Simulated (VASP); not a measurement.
# GaN (P6_3mc) in VASP: further runs, part 2 of 4

VASP 6.6.1. The steps go on from the part before.

### Step 3. Single point, r2SCAN (strain -0.015 along x and y, +0.030 along z)

POSCAR

```
GaN
1.0
    3.1322996656      0.0000000000      0.0000000000
   -1.5661498328      2.7126510826      0.0000000000
    0.0000000000      0.0000000000      5.3209800000
Ga N
2 2
Direct
    0.3333333333      0.6666666667      0.0000000000
    0.6666666667      0.3333333333      0.5000000000
    0.3333333333      0.6666666667      0.3750000000
    0.6666666667      0.3333333333      0.8750000000
```

INCAR.step1

```
PREC     = Accurate       # precision mode
ENCUT    = 520            # plane-wave cutoff, eV
ISMEAR   = 0              # smearing method
SIGMA    = 0.05           # smearing width, eV
LREAL    = F              # projectors in reciprocal space
LASPH    = T              # aspherical terms in the spheres
NELM     = 80             # most SCF steps
NBANDS   = 26             # bands
GGA      = PE             # functional
ALGO     = Normal         # electronic algorithm
EDIFF    = 1E-4           # SCF threshold, eV
LWAVE    = T              # write WAVECAR
LCHARG   = F              # write CHGCAR
```

INCAR.step2

```
PREC     = Accurate       # precision mode
ENCUT    = 520            # plane-wave cutoff, eV
EDIFF    = 1E-6           # SCF threshold, eV
ISMEAR   = 0              # smearing method
SIGMA    = 0.05           # smearing width, eV
LREAL    = F              # projectors in reciprocal space
LASPH    = T              # aspherical terms in the spheres
NELM     = 80             # most SCF steps
ALGO     = Normal         # electronic algorithm
ISIF     = 2              # what is computed and relaxed
LWAVE    = F              # write WAVECAR
LCHARG   = T              # write CHGCAR
METAGGA  = R2SCAN         # meta-GGA
LMIXTAU  = T            
LELF     = T              # ELF
LVHAR    = T            
NBANDS   = 26             # bands
ISTART   = 1
```

KPOINTS

```
Automatic mesh
0
Gamma
  12 12 6
```

Potentials or basis: VASP PAW PBE potentials, release 64 (Ga_d, N).

Started as:

```
> cat potpaw_PBE.64/Ga_d/POTCAR potpaw_PBE.64/N/POTCAR > POTCAR
> cp INCAR.step1 INCAR
> mpirun -np 1 vasp_std > vasp.out
> cp INCAR.step2 INCAR
> mpirun -np 1 vasp_std > vasp.out
```

OUTCAR:

```text
PREC = Accurate
   ENCUT = 520
   EDIFF = 1E-6
   ISMEAR = 0
   LREAL = F
   LASPH = T
   NELM = 80
   ISIF = 2
   METAGGA = R2SCAN
   ISTART = 1

 ion  position               nearest neighbor table
   1  0.333  0.667  0.000-   4 1.93   4 1.93   4 1.93   3 2.00
   2  0.667  0.333  0.500-   3 1.93   3 1.93   3 1.93   4 2.00
   3  0.333  0.667  0.375-   2 1.93   2 1.93   2 1.93   1 2.00
   4  0.667  0.333  0.875-   1 1.93   1 1.93   1 1.93   2 2.00

  LATTYP: Found a hexagonal cell.
 ALAT       =     3.1322996656
 C/A-ratio  =     1.6987455123

  Lattice vectors:

 A1 = (   3.1322996656,   0.0000000000,   0.0000000000)
 A2 = (  -1.5661498328,   2.7126510826,   0.0000000000)
 A3 = (   0.0000000000,   0.0000000000,   5.3209800000)

Analysis of symmetry for initial positions (statically):
=====================================================================
 Subroutine PRICEL returns:
 Original cell was already a primitive cell.

 Routine SETGRP: Setting up the symmetry group for a
 hexagonal supercell.

 Subroutine GETGRP returns: Found 12 space group operations
 (whereof  6 operations were pure point group operations)
 out of a pool of 24 trial point group operations.

The static configuration has the point symmetry C_3v.
 The point group associated with its full space group is C_6v.

Analysis of symmetry for dynamics (positions and initial velocities):
=====================================================================
 Subroutine PRICEL returns:
 Original cell was already a primitive cell.

 Routine SETGRP: Setting up the symmetry group for a
 hexagonal supercell.

 Subroutine GETGRP returns: Found 12 space group operations
 (whereof  6 operations were pure point group operations)
 out of a pool of 24 trial point group operations.

The dynamic configuration has the point symmetry C_3v.
 The point group associated with its full space group is C_6v.

 Subroutine INISYM returns: Found 12 space group operations
 (whereof  6 operations are pure point group operations),
 and found     1 'primitive' translations

----------------------------------------------------------------------------------------

                                     Primitive cell

  volume of cell :      45.2115

  direct lattice vectors                    reciprocal lattice vectors
     3.132299666  0.000000000  0.000000000     0.319254256  0.184321531  0.000000000
    -1.566149833  2.712651083  0.000000000     0.000000000  0.368643062  0.000000000
     0.000000000  0.000000000  5.320980000     0.000000000  0.000000000  0.187935305

  length of vectors
     3.132299666  3.132299666  5.320980000     0.368643062  0.368643062  0.187935305

  position of ions in fractional coordinates (direct lattice)
     0.333333333  0.666666667  0.000000000
     0.666666667  0.333333333  0.500000000
     0.333333333  0.666666667  0.375000000
     0.666666667  0.333333333  0.875000000

  ion indices of the primitive-cell ions
   primitive index   ion index
                 1           1
                 2           2
                 3           3
                 4           4

----------------------------------------------------------------------------------------
[... 22 lines left out ...]

 Found     76 irreducible k-points:

 Following reciprocal coordinates:
            Coordinates               Weight
  0.000000  0.000000  0.000000      1.000000
  0.083333  0.000000  0.000000      6.000000
  0.166667  0.000000  0.000000      6.000000
  0.250000 -0.000000  0.000000      6.000000
  0.333333  0.000000  0.000000      6.000000
  0.416667  0.000000  0.000000      6.000000
[... 16 lines left out ...]
  0.250000 -0.000000  0.166667     12.000000
  0.333333  0.000000  0.166667     12.000000
 [... further k-points ...]
   k-points           NKPTS =     76   k-points in BZ     NKDIM =     76   number of bands    NBANDS=     26
   number of dos      NEDOS =    301   number of ions     NIONS =      4
   total plane-waves  NPLWV =  23040
   dimension x,y,z NGX =    24 NGY =   24 NGZ =   40
   dimension x,y,z NGXF=    48 NGYF=   48 NGZF=   80
   ions per type =               2   2
   NGX,Y,Z   is equivalent  to a cutoff of  12.74, 12.74, 12.50 a.u.
   NGXF,Y,Z  is equivalent  to a cutoff of  25.48, 25.48, 24.99 a.u.
 SYSTEM =  unknown system
   PREC   = accura    normal or accurate (medium, high low for compatibility)
   ISTART =      1    job   : 0-new  1-cont  2-samecut
   ICHARG =      0    charge: 1-file 2-atom 10-const
   ISPIN  =      1    spin polarized calculation?
   LNONCOLLINEAR =      F non collinear calculations
   LSORBIT =      F    spin-orbit coupling
   LASPH  =      T    aspherical Exc in radial PAW
   ENCUT  =  520.0 eV  38.22 Ry    6.18 a.u.   5.82  5.82  9.89*2*pi/ulx,y,z
   NELM   =     80;   NELMIN=  2; NELMDL=  0     # of ELM steps
   EDIFF  = 0.1E-05   stopping-criterion for ELM
   LREAL  =      F    real-space projection
   EDIFFG = 0.1E-04   stopping-criterion for IOM
   NSW    =      0    number of steps for IOM
   IBRION =     -1    ionic relax: 0-MD 1-quasi-New 2-CG
   NFREE  =      0    steps in history (QN), initial steepest desc. (CG)
   ISIF   =      2    stress and relaxation
   ISYM   =      2    0-nonsym 1-usesym 2-fastsym
   POTIM  = 0.5000    time-step for ionic-motion
   TEBEG  =    0.0;   TEEND  =   0.0 temperature during run
   PSTRESS=    0.0 pullay stress
   NELECT =      36.0000    total number of electrons
   NUPDOWN=      -1.0000    fix difference up-down
   EMIN   =  10.00;   EMAX   =-10.00  energy-range for DOS
   EFERMI =   0.00;   METHOD = LEGACY
   ISMEAR =     0;   SIGMA  =   0.05  broadening in eV -4-tet -1-fermi 0-gaus
   EFERMI_NEDOS =   21; number of points for ismear=-14 and -15
   IALGO  =     38    algorithm
   IMIX   =      4    mixing-type and parameters
     AMIX     =   0.40;   BMIX     =  1.00
     AMIX_MAG =   1.60;   BMIX_MAG =  1.00
  volume/ion in A,a.u.               =      11.30        76.28
  Fermi-wavevector in a.u.,A,eV,Ry     =   1.517374  2.867422 31.326389  2.302425
  Thomas-Fermi vector in A             =   2.626638
   LORBIT       =      0    0 simple, 1 ext, 2 COOP (PROOUT), +10 PAW based schemes
   METAGGA = R2SCAN    functional components
   LHFCALC =     F    Hartree Fock is set to
   AEXX    =    0.0000 exact exchange contribution
   IVDW    =     0    specifies the selected vdW correction
   LEPSILON=     F    determine dielectric tensor
   LRPA    =     F    only Hartree local field effects (RPA)
 non-spin polarized calculation
 Gauss-broadening in eV      SIGMA  =   0.05
  energy-cutoff  :      520.00
  volume of cell :       45.21
 maximum number of plane-waves:      1230
 NGX is ok and might be reduce to    24
   NGX = 11   NGY = 11   NGZ = 19

 number of electron      36.0000015 magnetization

 Free energy of the ion-electron system (eV)
  ---------------------------------------------------
  ext. energy  EPLUGINS =         0.00000000
  ---------------------------------------------------
  free energy    TOTEN  =       -43.75654786 eV

  energy without entropy =      -43.75654786  energy(sigma->0) =      -43.75654786

 E-fermi :   5.5044     XC(G=0): -12.7013

 val. band max:        5.2330598070   @ k =   0.0000   0.0000   0.0000
 cond. band min:       7.4450650764   @ k =   0.0000   0.0000   0.0000
 fundamental gap:      2.2120052694
 Fermi energy:         5.5044081021

 k-point     1 :       0.0000    0.0000    0.0000
  band No.  band energies     occupation
      1     -11.7052      2.00000
      2     -10.7285      2.00000
      3      -8.6714      2.00000
      4      -8.6657      2.00000
      5      -8.6657      2.00000
      6      -8.6047      2.00000
[... 685 lines left out ...]
     25      17.3045      0.00000
     26      19.0247      0.00000

 [... further k-points ...]

------------------------ aborting loop because EDIFF is reached ----------------------------------------

  FORCE on cell =-STRESS in cart. coord.  units (eV):
  Direction    XX          YY          ZZ          XY          YZ          ZX
  --------------------------------------------------------------------------------------
  -------------------------------------------------------------------------------------
  Total        2.2592906      2.2592906     -2.2517003      0.0000000      0.0000000      0.0000000
  in kB       80.0633610     80.0633610    -79.7943807      0.0000000      0.0000000      0.0000000
  external PRESSURE =      26.7774471 kB  Pullay stress =       0.0000000 kB

 VOLUME and BASIS-vectors are now :
 -----------------------------------------------------------------------------
  energy-cutoff  :      520.00
  volume of cell :       45.21
      direct lattice vectors                 reciprocal lattice vectors
     3.132299666  0.000000000  0.000000000     0.319254256  0.184321531  0.000000000
    -1.566149833  2.712651083  0.000000000     0.000000000  0.368643062  0.000000000
     0.000000000  0.000000000  5.320980000     0.000000000  0.000000000  0.187935305

 POSITION                                       TOTAL-FORCE (eV/Angst)
 -----------------------------------------------------------------------------------
     -0.00000      1.80843      0.00000         0.000000     -0.000000      0.291799
      1.56615      0.90422      2.66049        -0.000000     -0.000000      0.291799
     -0.00000      1.80843      1.99537         0.000000      0.000000     -0.291799
      1.56615      0.90422      4.65586         0.000000      0.000000     -0.291799
 -----------------------------------------------------------------------------------
    total drift:                                0.000002      0.000003      0.008503

  FREE ENERGIE OF THE ION-ELECTRON SYSTEM (eV)
  ---------------------------------------------------
  free  energy   TOTEN  =       -43.7565478636 eV

  energy  without entropy=      -43.7565478636  energy(sigma->0) =      -43.75654786
```

Run time: 4.5 min. Hardware: 1 thread of Intel Xeon 8259CL, shared host; peak memory 0.22 GiB.

What came out:

| Item | Value |
| --- | --- |
| Free energy | -43.7565 eV |
| Pressure | 2.7 GPa |
| Largest force | 0.292 eV/Å |
| Band gap on the k mesh | 2.21 eV |

Forces on the atoms (eV/Å):
```
Ga   0.000  0.000  0.292
Ga   0.000  0.000  0.292
N    0.000  0.000 -0.292
N    0.000  0.000 -0.292
```

Caveat: the cell differs from its parent crystal (strain -0.015 along x and y, +0.030 along z); the PAW data sets were made with another functional, which shifts forces and pressure a little.

[end of part 2 of 4]
